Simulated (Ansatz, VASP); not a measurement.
# Two plane-wave programs on Si

```xyz
12
Lattice="-3.8871 3.8871 3.8871 3.8871 -3.8871 3.8871 3.8871 3.8871 -3.8871" Properties=species:S:1:pos:R:3 pbc="T T T"
Si    5.8307    0.9718    0.0000
Si    0.9718    3.8871    1.9436
Si    0.0000    1.9436    2.9153
Si    0.9718    0.0000    5.8307
Si    3.8871   -1.9436    2.9153
Si    2.9153    3.8871   -1.9436
Si    0.0000    5.8307    0.9718
Si    3.8871    1.9436    0.9718
Si    1.9436    2.9153    0.0000
Si   -1.9436    2.9153    3.8871
Si    2.9153    0.0000    1.9436
Si    1.9436    0.9718    3.8871
```

Alike in both runs: functional PBE; k mesh 4 × 4 × 4; occupations gaussian, width 0.1 eV; no spin polarisation.

Ansatz relaxed the structure, and its values are those at the end. VASP's run is a single point on that final structure, the one shown.

|  | VASP | Ansatz |
| --- | --- | --- |
| version | VASP 6.6.1 | Ansatz 0.2.0 |
| potentials or method | VASP PAW PBE potentials, release 64 (Si), cutoff 520 eV | scalar-relativistic, plane waves, PAW |
| valence electrons in the cell | 48 | 48 |

```csv
,VASP,Ansatz,Ansatz less VASP
gap on the k mesh at the Fermi level (eV),0.38,0.38,-0.001
least direct gap on the mesh (eV),0.38,0.38,-0.001
pressure (GPa),0.0,0.1,+0.08
```
